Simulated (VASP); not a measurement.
Input of a VASP 6.6.1 run:

Contents of INCAR:

```
PREC = Accurate
ENCUT = 520
EDIFF = 1E-7
ISMEAR = 0
SIGMA = 0.1
LREAL = F
LASPH = T
NELM = 60
ALGO = Normal
ISIF = 2
LWAVE = F
LCHARG = F
GGA = PE
NBANDS = 31
```

The input KPOINTS:

```
Automatic mesh
0
Gamma
  3 3 3
```

Contents of POSCAR:

```
Te3Pt2Se
1.0
    3.8083536828      2.1987540239      3.8111932934
   -3.8083536828      2.1987540239      3.8111932934
    0.0000000000     -4.3975080478      3.8111932934
Te Pt Se
3 2 1
Direct
    0.5000000000      0.5000000000      0.0000000000
    0.0000000000      0.5000000000      0.5000000000
    0.5000000000      0.0000000000      0.5000000000
    0.7936579744      0.7936579744      0.7936579744
    0.2063420256      0.2063420256      0.2063420256
    0.5000000000      0.5000000000      0.5000000000
```

Potentials or basis: VASP PAW PBE potentials, release 64 (Te, Pt, Se).

Run with:

```bash
$ cat potpaw_PBE.64/Te/POTCAR potpaw_PBE.64/Pt/POTCAR potpaw_PBE.64/Se/POTCAR > POTCAR
$ mpirun -np 1 vasp_std > vasp.out
```

(1) What does it give for the largest force?

(2) Estimate the pressure.

Answers

(1) 0.024 eV/Å.

(2) -0.1 GPa.

Caveat: the k points lie up to 0.37 Å⁻¹ apart.
